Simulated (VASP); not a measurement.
Runs of VASP 6.6.1 on ZrS. The structure is that of space group Immm (No. 71), or close to it. The cells are those of the table. 

| cell | gap on the mesh (eV) | pressure (GPa) |
| --- | --- | --- |
| a = 3.656, b = 3.656, c = 3.859 Å, angles 58.1, 58.1, 56.3°, 2 atoms | none | 0.8 |
| a = 3.658, b = 3.658, c = 3.379 Å, angles 62.5, 62.5, 64.9°, 2 atoms | none | 1.3 |
| a = 3.657, b = 3.657, c = 3.893 Å, angles 57.8, 57.8, 55.6°, 2 atoms | none | 1.0 |
| a = 3.654, b = 3.654, c = 3.516 Å, angles 61.2, 61.2, 62.5°, 2 atoms | none | (a) |

Alike in all rows: task single point; level PBEsol; potentials or basis VASP PAW PBE potentials, release 64 (Zr_sv, S); no spin polarisation; k mesh 20 × 20 × 20; cutoff (eV) 520; smearing gaussian 0.15 eV.

Q: Fill in the values left out.

A: (a) 0.5.

Caveats: the PAW data sets were made with another functional, which shifts forces and pressure a little.

A k mesh can miss the band edges, and the runs leave out spin-orbit coupling on Zr.

A gap of «none» marks levels without a gap at the run's occupations.
